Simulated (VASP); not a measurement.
# Te6Mo3H (a cell with a defect) in VASP: single point with PBE+D3(BJ)

Aim: the single point of Te6Mo3H (a cell with a defect) with PBE+D3(BJ).

All numbers are computed with VASP 6.6.1; they aren't measurements. Logs are shortened: lines on timing, memory, paths and dates and some standing lists are left out, and cuts for length are marked.

## 1. The cell of the first run

The cell holds a defect, 10 atoms: a = 3.496 Å, b = 3.496 Å, c = 21.311 Å, α = 90.00°, β = 90.00°, γ = 120.00°.

## 2. Single point, PBE+D3(BJ)

Contents of INCAR:

```
SYSTEM = Te6Mo3H
PREC = Accurate ; ENCUT = 520
EDIFF = 1E-7 ; ISMEAR = 0
SIGMA = 0.05 ; LREAL = .False.
LASPH = .True. ; NELM = 80
ALGO = Normal ; ISIF = 2
LWAVE = .False. ; LCHARG = .False.
GGA = PE ; IVDW = 12
NBANDS = 50
```

Contents of KPOINTS:

```
Automatic mesh
0
Gamma
  9 9 1
  0 0 0
```

Contents of POSCAR:

```
Te6Mo3H
1.0
    3.4959407812      0.0000000000      0.0000000000
   -1.7479703906      3.0275735266      0.0000000000
    0.0000000000      0.0000000000     21.3113513408
Te Mo H
6 3 1
Direct
    0.0000000000      0.0000000000      0.9147264527
    0.3333333333      0.6666666667      0.5934158068
    0.3333333333      0.6666666667      0.2359734255
    0.3333333333      0.6666666667      0.7640265745
    0.3333333333      0.6666666667      0.4065841932
    0.0000000000      0.0000000000      0.0852735473
    0.0000000000      0.0000000000      0.6786881624
    0.0000000000      0.0000000000      0.3213118376
    0.3333333333      0.6666666667      0.0000000000
   -0.3844005257     -0.6088669295      0.8356663792
```

Potentials or basis: VASP PAW PBE potentials, release 64 (Te, Mo_sv, H).

The run is started by

```
$ cat potpaw_PBE.64/Te/POTCAR potpaw_PBE.64/Mo_sv/POTCAR potpaw_PBE.64/H/POTCAR > POTCAR
$ mpirun -np 1 vasp_std > vasp.out
```

OUTCAR:

```text
SYSTEM = Te6Mo3H
   PREC = Accurate
   ENCUT = 520
   EDIFF = 1E-7
   ISMEAR = 0
   LREAL = .False.
   LASPH = .True.
   NELM = 80
   ISIF = 2
   GGA = PE
   IVDW = 12
 IVDW          = 12

 ion  position               nearest neighbor table
   1  0.000  0.000  0.915-   9 2.72   9 2.72   9 2.72   6 3.63
   2  0.333  0.667  0.593-   7 2.72   7 2.72   7 2.72   4 3.64
   3  0.333  0.667  0.236-   8 2.72   8 2.72   8 2.72   5 3.64
   4  0.333  0.667  0.764-  10 2.28   7 2.72   7 2.72   7 2.72   2 3.64
   5  0.333  0.667  0.407-   8 2.72   8 2.72   8 2.72   3 3.64
   6  0.000  0.000  0.085-   9 2.72   9 2.72   9 2.72   1 3.63
   7  0.000  0.000  0.679-   2 2.72   2 2.72   2 2.72   4 2.72   4 2.72   4 2.72
   8  0.000  0.000  0.321-   5 2.72   5 2.72   5 2.72   3 2.72   3 2.72   3 2.72
   9  0.333  0.667  0.000-   1 2.72   6 2.72   1 2.72   6 2.72   1 2.72   6 2.72
  10  0.616  0.391  0.836-   4 2.28

  LATTYP: Found a hexagonal cell.
 ALAT       =     3.4959407812
 C/A-ratio  =     6.0960275573

  Lattice vectors:

 A1 = (   3.4959407812,   0.0000000000,   0.0000000000)
 A2 = (  -1.7479703906,   3.0275735266,   0.0000000000)
 A3 = (   0.0000000000,   0.0000000000,  21.3113513408)

Analysis of symmetry for initial positions (statically):
=====================================================================
 Subroutine PRICEL returns:
 Original cell was already a primitive cell.

 Routine SETGRP: Setting up the symmetry group for a
 hexagonal supercell.

 Subroutine GETGRP returns: Found  1 space group operations
 (whereof  1 operations were pure point group operations)
 out of a pool of 24 trial point group operations.

The static configuration has the point symmetry C_1 .

Analysis of symmetry for dynamics (positions and initial velocities):
=====================================================================
 Subroutine PRICEL returns:
 Original cell was already a primitive cell.

 Routine SETGRP: Setting up the symmetry group for a
 hexagonal supercell.

 Subroutine GETGRP returns: Found  1 space group operations
 (whereof  1 operations were pure point group operations)
 out of a pool of 24 trial point group operations.

The dynamic configuration has the point symmetry C_1 .

 Subroutine INISYM returns: Found  1 space group operations
 (whereof  1 operations are pure point group operations),
 and found     1 'primitive' translations

----------------------------------------------------------------------------------------

[... 119 lines left out ...]
   NELECT =      79.0000    total number of electrons
   NUPDOWN=      -1.0000    fix difference up-down
   EMIN   =  10.00;   EMAX   =-10.00  energy-range for DOS
   EFERMI =   0.00;   METHOD = LEGACY
   ISMEAR =     0;   SIGMA  =   0.05  broadening in eV -4-tet -1-fermi 0-gaus
   EFERMI_NEDOS =   21; number of points for ismear=-14 and -15
   IALGO  =     38    algorithm
   IMIX   =      4    mixing-type and parameters
     AMIX     =   0.40;   BMIX     =  1.00
     AMIX_MAG =   1.60;   BMIX_MAG =  1.00
  volume/ion in A,a.u.               =      22.56       152.22
  Fermi-wavevector in a.u.,A,eV,Ry     =   1.153968  2.180684 18.118106  1.331643
  Thomas-Fermi vector in A             =   2.290608
   LORBIT       =      0    0 simple, 1 ext, 2 COOP (PROOUT), +10 PAW based schemes
   GGA     = PE    functional components
   LHFCALC =     F    Hartree Fock is set to
   AEXX    =    0.0000 exact exchange contribution
   IVDW    =    12    specifies the selected vdW correction
   LEPSILON=     F    determine dielectric tensor
   LRPA    =     F    only Hartree local field effects (RPA)
 non-spin polarized calculation
 Gauss-broadening in eV      SIGMA  =   0.05
  energy-cutoff  :      520.00
  volume of cell :      225.56
 maximum number of plane-waves:      6151
 NGX is ok and might be reduce to    28
   NGX = 13   NGY = 13   NGZ = 79

 number of electron      79.0000003 magnetization

 Free energy of the ion-electron system (eV)
  ---------------------------------------------------
  ext. energy  EPLUGINS =         0.00000000
  ---------------------------------------------------
  free energy    TOTEN  =       -55.62555563 eV

  energy without entropy =      -55.62031763  energy(sigma->0) =      -55.62293663

 E-fermi :   8.3552     XC(G=0): -10.4807

 val. band max:        8.3551863567   @ k =  -0.4444  -0.2222   0.0000
 cond. band min:       8.3593429212   @ k =   0.2222   0.3333   0.0000
 fundamental gap:      0.0041565645
 Fermi energy:         8.3552054707

 k-point     1 :       0.0000    0.0000    0.0000
  band No.  band energies     occupation
      1     -52.5918      2.00000
      2     -52.5674      2.00000
      3     -52.5429      2.00000
      4     -26.7708      2.00000
      5     -26.7426      2.00000
      6     -26.7175      2.00000
[... 1261 lines left out ...]
     49      11.1226      0.00000
     50      11.3804      0.00000

 [... further k-points ...]

------------------------ aborting loop because EDIFF is reached ----------------------------------------

 Edisp (eV)   -5.04459

 E8    (eV) :    -2.2926

  FORCE on cell =-STRESS in cart. coord.  units (eV):
  Direction    XX          YY          ZZ          XY          YZ          ZX
  --------------------------------------------------------------------------------------
  -------------------------------------------------------------------------------------
  Total      -0.73413    -0.39855     0.59419     0.29302     0.04941    -0.08260
  in kB      -5.21448    -2.83091     4.22053     2.08132     0.35093    -0.58673
  external pressure =       -1.27 kB  Pullay stress =        0.00 kB

 VOLUME and BASIS-vectors are now :
 -----------------------------------------------------------------------------
  energy-cutoff  :      520.00
  volume of cell :      225.56
      direct lattice vectors                 reciprocal lattice vectors
     3.495940781  0.000000000  0.000000000     0.286046035  0.165148755  0.000000000
    -1.747970391  3.027573527  0.000000000     0.000000000  0.330297511  0.000000000
     0.000000000  0.000000000 21.311351341     0.000000000  0.000000000  0.046923350

 POSITION                                       TOTAL-FORCE (eV/Angst)
 -----------------------------------------------------------------------------------
      0.00000      0.00000     19.49406         0.034802     -0.021502      0.015679
     -0.00000      2.01838     12.64649        -0.014070      0.008504     -0.107724
     -0.00000      2.01838      5.02891         0.000066     -0.000050     -0.032134
     -0.00000      2.01838     16.28244         0.141094     -0.082157      0.062610
     -0.00000      2.01838      8.66486        -0.000476      0.000300      0.024307
      0.00000      0.00000      1.81729        -0.002138      0.001636      0.081376
      0.00000      0.00000     14.46376        -0.086745      0.052368      0.033271
      0.00000      0.00000      6.84759         0.001855     -0.001096      0.007160
     -0.00000      2.01838      0.00000        -0.081147      0.049878     -0.050722
      1.46841      1.18418     17.80918         0.006761     -0.007881     -0.033823
 -----------------------------------------------------------------------------------
    total drift:                                0.000018     -0.000013     -0.000023

  FREE ENERGIE OF THE ION-ELECTRON SYSTEM (eV)
  ---------------------------------------------------
  free  energy   TOTEN  =       -60.6701463335 eV

  energy  without entropy=      -60.6649083324  energy(sigma->0) =      -60.66752733
```

It took 9.6 min on 1 thread of AMD EPYC 9R45 (Zen 5), shared host; peak memory 0.55 GiB.

Results:

| Property | Result |
| --- | --- |
| Free energy | -60.6701 eV |
| Pressure | -0.1 GPa |
| Largest force | 0.175 eV/Å |
| Band gap on the k mesh | zero (an odd number of electrons rules out a gap without spin polarisation) |
| Dispersion energy per atom | -0.504 eV |

Forces in eV/Å, atoms in the order of the input:
```
Te   0.035 -0.022  0.016
Te  -0.014  0.009 -0.108
Te   0.000  0.000 -0.032
Te   0.141 -0.082  0.063
Te   0.000  0.000  0.024
Te  -0.002  0.002  0.081
Mo  -0.087  0.052  0.033
Mo   0.002 -0.001  0.007
Mo  -0.081  0.050 -0.051
H    0.007 -0.008 -0.034
```

Stress tensor (GPa, compression positive):
```
-0.52  0.21 -0.06
 0.21 -0.28  0.04
-0.06  0.04  0.42
```

Levels at points of the mesh, in eV from the Fermi level:
```
           k point  band 36  band 37  band 38  band 39  band 40  band 41  band 42  band 43  band 44  band 45
(0.00, 0.00, 0.00)    -1.11    -0.85    -0.30    -0.12     2.21     2.70     2.74     2.80     2.85     2.91
```

Caveat: spin-orbit coupling is left out, which moves the levels of the heavy elements.
